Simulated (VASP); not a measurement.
CaO: single point with r2SCAN

Crystal: CaO.

```
Ca O
1.0
     2.37199    2.37199    0.00000
    -2.37199    2.37199    0.00000
     0.00000    2.37199    2.37199
Ca O
1 1
Direct
  0.00000 0.00000 0.00000
  0.50000 0.50000 0.00000
```

- Program: VASP 6.6.1
- Task: single point
- Functional: r2SCAN
- Potentials or basis: VASP PAW PBE potentials, release 64 (Ca_sv, O)
- Cutoff: 520 eV
- k mesh: 8 × 8 × 8
- Occupations: gaussian, width 0.01 eV
- Spin: no spin polarisation
- Dipole correction: no
- Further INCAR settings: ALGO = Normal; EDIFF = 1e-06; NBANDS = 15

* Pressure: 5.2 GPa
* Band gap on the k mesh: 4.17 eV, indirect (least direct gap 4.54 eV)

Levels at points of the mesh, in eV from the valence-band top:
| k point | band 4 | band 5 | band 6 | band 7 | band 8 | band 9 | band 10 | band 11 | band 12 | band 13 |
| --- | --- | --- | --- | --- | --- | --- | --- | --- | --- | --- |
| (0.00, 0.00, 0.00) | -18.75 | -16.55 | 0.00 | 0.00 | 0.00 | 5.77 | 6.95 | 6.95 | 6.95 | 8.61 |
| (0.50, 0.00, 0.00) | -18.81 | -15.08 | -2.70 | -1.28 | -1.28 | 7.89 | 9.27 | 9.27 | 9.53 | 11.53 |
| (0.50, 0.50, 0.00) | -19.01 | -16.33 | -1.27 | -0.36 | -0.36 | 4.17 | 9.06 | 9.86 | 10.51 | 10.51 |

It took 81 s on 1 thread of Intel(R) Xeon(R) Platinum 8259CL CPU @ 2.50GHz (Skylake/Cascade Lake), with other jobs on the host, peak memory 0.17 GiB.

Caveat: the PAW data sets were made with another functional, which shifts forces and pressure a little. r2SCAN opens gaps a little over a GGA but as a rule still falls short of measured ones.
